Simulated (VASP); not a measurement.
# BN (P6_3/mmc) in VASP: further runs

Aim: see how the results for BN move with the level of theory and the settings. Levels: r2SCANh, HSE06. Tasks: single point.

Program: VASP 6.6.1. These are calculated values, not measurements. Logs are shortened: lines on timing, memory, paths and dates and some standing lists are left out, and cuts for length are marked.

## 1. The cell of the first run

The structure is hexagonal, space group P6_3/mmc (No. 194). Conventional cell: a = 2.501 Å, b = 2.501 Å, c = 6.893 Å, α = 90.00°, β = 90.00°, γ = 120.00°. Within 1.9 Å of B (site symmetry -6m2) lie 3 N at 1.44 Å. N (site symmetry -6m2) has 3 B at 1.44 Å within 1.9 Å.

## 2. Single point, r2SCANh

The input, POSCAR:

```
BN
1.0
    2.5008383104      0.0000000000      0.0000000000
   -1.2504191552      2.1657895075      0.0000000000
    0.0000000000      0.0000000000      6.8931205922
B N
2 2
Direct
    0.3333333333      0.6666666667      0.2500000000
    0.6666666667      0.3333333333      0.7500000000
    0.6666666667      0.3333333333      0.2500000000
    0.3333333333      0.6666666667      0.7500000000
```

The input, INCAR.step1:

```
SYSTEM = BN
PREC = Accurate
ENCUT = 580
EDIFF = 1E-5
ISMEAR = 0
SIGMA = 0.01
LREAL = .False.
LASPH = .True.
NELM = 120
ALGO = Normal
ISIF = 2
LWAVE = .True.
LCHARG = .False.
NBANDS = 16
GGA = PE
GGA_COMPAT = .False.
KPAR = 4
```

The input, INCAR.step2:

```
SYSTEM = BN
PREC = Accurate
ENCUT = 580
EDIFF = 1E-6
ISMEAR = 0
SIGMA = 0.01
LREAL = .False.
LASPH = .True.
NELM = 120
ALGO = Normal
ISIF = 2
LWAVE = .False.
LCHARG = .False.
METAGGA = R2SCAN
LHFCALC = .True.
AEXX = 0.1
LMIXTAU = .True.
PRECFOCK = Normal
NBANDS = 16
ISTART = 1
GGA_COMPAT = .False.
KPAR = 4
```

The input, KPOINTS:

```
Automatic mesh
0
Gamma
  9 9 4
  0 0 0
```

Potentials or basis: VASP PAW PBE potentials, release 64 (B, N).

Run with:

```
$ cat potpaw_PBE.64/B/POTCAR potpaw_PBE.64/N/POTCAR > POTCAR
$ cp INCAR.step1 INCAR
$ mpirun -np 4 vasp_std > vasp.out
$ cp INCAR.step2 INCAR
$ mpirun -np 4 vasp_std > vasp.out
```

OUTCAR:

```text
SYSTEM = BN
   PREC = Accurate
   ENCUT = 580
   EDIFF = 1E-6
   ISMEAR = 0
   LREAL = .False.
   LASPH = .True.
   NELM = 120
   ISIF = 2
   METAGGA = R2SCAN
   LHFCALC = .True.
   AEXX = 0.1
   PRECFOCK = Normal
   ISTART = 1

 ion  position               nearest neighbor table
   1  0.333  0.667  0.250-   3 1.44   3 1.44   3 1.44
   2  0.667  0.333  0.750-   4 1.44   4 1.44   4 1.44
   3  0.667  0.333  0.250-   1 1.44   1 1.44   1 1.44
   4  0.333  0.667  0.750-   2 1.44   2 1.44   2 1.44

  LATTYP: Found a hexagonal cell.
 ALAT       =     2.5008383104
 C/A-ratio  =     2.7563239749

  Lattice vectors:

 A1 = (   2.5008383104,   0.0000000000,   0.0000000000)
 A2 = (  -1.2504191552,   2.1657895075,   0.0000000000)
 A3 = (   0.0000000000,   0.0000000000,   6.8931205922)

Analysis of symmetry for initial positions (statically):
=====================================================================
 Subroutine PRICEL returns:
 Original cell was already a primitive cell.

 Routine SETGRP: Setting up the symmetry group for a
 hexagonal supercell.

 Subroutine GETGRP returns: Found 24 space group operations
 (whereof 12 operations were pure point group operations)
 out of a pool of 24 trial point group operations.

The static configuration has the point symmetry D_3d.
 The point group associated with its full space group is D_6h.

Analysis of symmetry for dynamics (positions and initial velocities):
=====================================================================
 Subroutine PRICEL returns:
 Original cell was already a primitive cell.

 Routine SETGRP: Setting up the symmetry group for a
 hexagonal supercell.

 Subroutine GETGRP returns: Found 24 space group operations
 (whereof 12 operations were pure point group operations)
 out of a pool of 24 trial point group operations.

The dynamic configuration has the point symmetry D_3d.
 The point group associated with its full space group is D_6h.

 Subroutine INISYM returns: Found 24 space group operations
 (whereof 12 operations are pure point group operations),
 and found     1 'primitive' translations

----------------------------------------------------------------------------------------

                                     Primitive cell

  volume of cell :      37.3351

  direct lattice vectors                    reciprocal lattice vectors
[... 101 lines left out ...]
   PSTRESS=    0.0 pullay stress
   NELECT =      16.0000    total number of electrons
   NUPDOWN=      -1.0000    fix difference up-down
   EMIN   =  10.00;   EMAX   =-10.00  energy-range for DOS
   EFERMI =   0.00;   METHOD = LEGACY
   ISMEAR =     0;   SIGMA  =   0.01  broadening in eV -4-tet -1-fermi 0-gaus
   EFERMI_NEDOS =   21; number of points for ismear=-14 and -15
   IALGO  =     38    algorithm
   IMIX   =      1    mixing-type and parameters
     AMIX     =   0.40;   BMIX     =  1.00
     AMIX_MAG =   1.60;   BMIX_MAG =  1.00
  volume/ion in A,a.u.               =       9.33        62.99
  Fermi-wavevector in a.u.,A,eV,Ry     =   1.234266  2.332425 20.727300  1.523414
  Thomas-Fermi vector in A             =   2.368963
   LORBIT       =      0    0 simple, 1 ext, 2 COOP (PROOUT), +10 PAW based schemes
   METAGGA = R2SCAN    functional components
   LHFCALC =     T    Hartree Fock is set to
   PRECFOCK=normal    Normal, Fast or Accurate (Low or Medium for compatibility)
   ENCUT4O =  -1.0   cutoff for four orbital integrals eV
   NKREDX  =     1    reduce k-point grid by
   NKREDY  =     1    reduce k-point grid by
   NKREDZ  =     1    reduce k-point grid by
   AEXX    =    0.1000 exact exchange contribution
   HFSCREEN=    0.0000 screening length (either q_TF or 0.3 A-1)
   HFSCREENC=   0.0000 screening length for correlation (either q_TF or 0.3 A-1)
   ENCUTFOCK=  -1.0 apply spherical cutoff to Coloumb kernel
   IVDW    =     0    specifies the selected vdW correction
   LEPSILON=     F    determine dielectric tensor
   LRPA    =     F    only Hartree local field effects (RPA)
 non-spin polarized calculation
 Gauss-broadening in eV      SIGMA  =   0.01
  energy-cutoff  :      580.00
  volume of cell :       37.34
 maximum number of plane-waves:      1206
 NGX is ok and might be reduce to    20
  NGX = 16; NGY = 16; NGZ = 42

 number of electron      16.0000000 magnetization

 Free energy of the ion-electron system (eV)
  ---------------------------------------------------
  ext. energy  EPLUGINS =         0.00000000
  ---------------------------------------------------
  free energy    TOTEN  =       -41.23697896 eV

  energy without entropy =      -41.23697896  energy(sigma->0) =      -41.23697896

 E-fermi :   1.3575     XC(G=0):  -9.5685

 val. band max:        1.2911324824   @ k =   0.3333   0.3333   0.5000
 cond. band min:       7.0942771753   @ k =   0.4444   0.1111   0.0000
 fundamental gap:      5.8031446929
 Fermi energy:         1.3574950176

 k-point     1 :       0.0000    0.0000    0.0000
  band No.  band energies     occupation
      1     -18.0775      2.00000
      2     -17.8541      2.00000
      3      -5.1715      2.00000
      4      -3.2871      2.00000
      5      -0.1477      2.00000
      6      -0.1477      2.00000
[... 433 lines left out ...]
      3      -7.1990      2.00000
      4      -7.1111      2.00000
      5      -6.4638      2.00000
      6      -6.4638      2.00000
[... 8 lines left out ...]
     15      19.7520      0.00000
     16      20.9468      0.00000

 [... further k-points ...]

------------------------ aborting loop because EDIFF is reached ----------------------------------------

  FORCE on cell =-STRESS in cart. coord.  units (eV):
  Direction    XX          YY          ZZ          XY          YZ          ZX
  --------------------------------------------------------------------------------------
  -------------------------------------------------------------------------------------
  Total       -0.2828942     -0.2828942     -0.0353390      0.0000000      0.0000000     -0.0000000
  in kB      -12.1399505    -12.1399505     -1.5165148      0.0000000      0.0000000     -0.0000000
  external PRESSURE =      -8.5988053 kB  Pullay stress =       0.0000000 kB

 VOLUME and BASIS-vectors are now :
 -----------------------------------------------------------------------------
  energy-cutoff  :      580.00
  volume of cell :       37.34
      direct lattice vectors                 reciprocal lattice vectors
     2.500838310  0.000000000  0.000000000     0.399865915  0.230862694  0.000000000
    -1.250419155  2.165789507  0.000000000     0.000000000  0.461725388  0.000000000
     0.000000000  0.000000000  6.893120592     0.000000000  0.000000000  0.145072175

 POSITION                                       TOTAL-FORCE (eV/Angst)
 -----------------------------------------------------------------------------------
     -0.00000      1.44386      1.72328         0.000000      0.000000     -0.000000
      1.25042      0.72193      5.16984        -0.000000     -0.000000      0.000000
      1.25042      0.72193      1.72328         0.000000      0.000000     -0.000000
     -0.00000      1.44386      5.16984        -0.000000      0.000000      0.000000
 -----------------------------------------------------------------------------------
    total drift:                                0.000000      0.000000     -0.000000

  FREE ENERGIE OF THE ION-ELECTRON SYSTEM (eV)
  ---------------------------------------------------
  free  energy   TOTEN  =       -41.2369789609 eV

  energy  without entropy=      -41.2369789609  energy(sigma->0) =      -41.23697896
```

OUTCAR.step1:

```text
SYSTEM = BN
   PREC = Accurate
   ENCUT = 580
   EDIFF = 1E-5
   ISMEAR = 0
   LREAL = .False.
   LASPH = .True.
   NELM = 120
[... 687 lines left out ...]
      1.25042      0.72193      5.16984        -0.000000     -0.000000      0.000000
      1.25042      0.72193      1.72328         0.000000     -0.000000      0.000000
     -0.00000      1.44386      5.16984        -0.000000      0.000000      0.000000
 -----------------------------------------------------------------------------------
    total drift:                               -0.000000      0.000000      0.000000

  FREE ENERGIE OF THE ION-ELECTRON SYSTEM (eV)
  ---------------------------------------------------
  free  energy   TOTEN  =       -35.1748483761 eV

  energy  without entropy=      -35.1748483761  energy(sigma->0) =      -35.17484838
```

Wall time 36 min (4 MPI ranks of Intel Xeon Platinum 8259CL at 2.50GHz (Skylake/Cascade Lake), shared host); peak memory 0.2 GiB.

Results:

```yaml
Free_energy: -41.2370 eV
Pressure: -0.9 GPa
Band_gap_on_the_k_mesh: 5.80 eV (least direct gap 6.14 eV)
```

Stress tensor (GPa, compression positive):
```
-1.21  0.00  0.00
 0.00 -1.21  0.00
 0.00  0.00 -0.15
```

Caveat: the PAW data sets were made with another functional, which shifts forces and pressure a little. A k mesh can miss the band edges.

## 3. Single point, HSE06

This run uses another cell than the first one, of 10.70 Å³/atom.

The input, POSCAR:

```
BN
1.0
    2.4954263286      0.0000000000      0.0000000000
   -1.2477131643      2.1611025938      0.0000000000
    0.0000000000      0.0000000000      7.9371649032
B N
2 2
Direct
    0.3333333333      0.6666666667      0.2500000000
    0.6666666667      0.3333333333      0.7500000000
    0.6666666667      0.3333333333      0.2500000000
    0.3333333333      0.6666666667      0.7500000000
```

The input, INCAR.step1:

```
SYSTEM = BN
PREC     = Accurate       ! precision mode
ENCUT    = 520            ! plane-wave cutoff, eV
EDIFF    = 1E-5           ! SCF threshold, eV
ISMEAR   = -1             ! smearing method
SIGMA    = 0.02           ! smearing width, eV
LREAL    = .False.        ! projectors in reciprocal space
LASPH    = .True.         ! aspherical terms in the spheres
NELM     = 120            ! most SCF steps
ALGO     = Normal         ! electronic algorithm
ISIF     = 2              ! what is computed and relaxed
LWAVE    = .True.         ! write WAVECAR
LCHARG   = .False.        ! write CHGCAR
NBANDS   = 16             ! bands
GGA      = PE             ! functional
GGA_COMPAT= .False.
```

The input, INCAR.step2:

```
SYSTEM = BN
PREC     = Accurate       ! precision mode
ENCUT    = 520            ! plane-wave cutoff, eV
EDIFF    = 1E-6           ! SCF threshold, eV
ISMEAR   = -1             ! smearing method
SIGMA    = 0.02           ! smearing width, eV
LREAL    = .False.        ! projectors in reciprocal space
LASPH    = .True.         ! aspherical terms in the spheres
NELM     = 120            ! most SCF steps
ALGO     = Normal         ! electronic algorithm
ISIF     = 2              ! what is computed and relaxed
LWAVE    = .False.        ! write WAVECAR
LCHARG   = .False.        ! write CHGCAR
GGA      = PE             ! functional
LHFCALC  = .True.         ! exact exchange
HFSCREEN = 0.2079         ! screening, 1/A
PRECFOCK = Normal       
NBANDS   = 16             ! bands
ISTART   = 1            
GGA_COMPAT= .False.
```

The input, KPOINTS:

```
regular mesh
0
Gamma
  9 9 2
  0 0 0
```

Potentials or basis: VASP PAW PBE potentials, release 64 (B, N).

Run with:

```
$ cat potpaw_PBE.64/B/POTCAR potpaw_PBE.64/N/POTCAR > POTCAR
$ cp INCAR.step1 INCAR
$ mpirun -np 1 vasp_std > vasp.out
$ cp INCAR.step2 INCAR
$ mpirun -np 1 vasp_std > vasp.out
```

Wall time 24 min (1 thread of Intel Xeon Platinum 8375C at 2.90GHz (Ice Lake), shared host); peak memory 0.27 GiB.

The run converged. Its results:

```yaml
Free_energy: -40.8168 eV
Pressure: 0.2 GPa
Band_gap_on_the_k_mesh: 5.59 eV (least direct gap 6.10 eV)
```

Stress tensor (GPa, compression positive):
```
 0.36  0.00  0.00
 0.00  0.36  0.00
 0.00  0.00 -0.13
```

Levels at points of the mesh, in eV from the valence-band top:
| k point | band 6 | band 7 | band 8 | band 9 | band 10 | band 11 |
| --- | --- | --- | --- | --- | --- | --- |
| (0.00, 0.00, 0.00) | -1.57 | -1.57 | -1.57 | 5.59 | 9.60 | 12.47 |
| (0.00, 0.00, 0.50) | -1.57 | -1.57 | -1.57 | 7.16 | 7.16 | 13.44 |

Caveat: the PAW data sets were made with another functional, which shifts forces and pressure a little; this functional lacks dispersion, which binds layers or chains, so the pressure and a relaxed spacing across them are unreliable. A k mesh can miss the band edges.
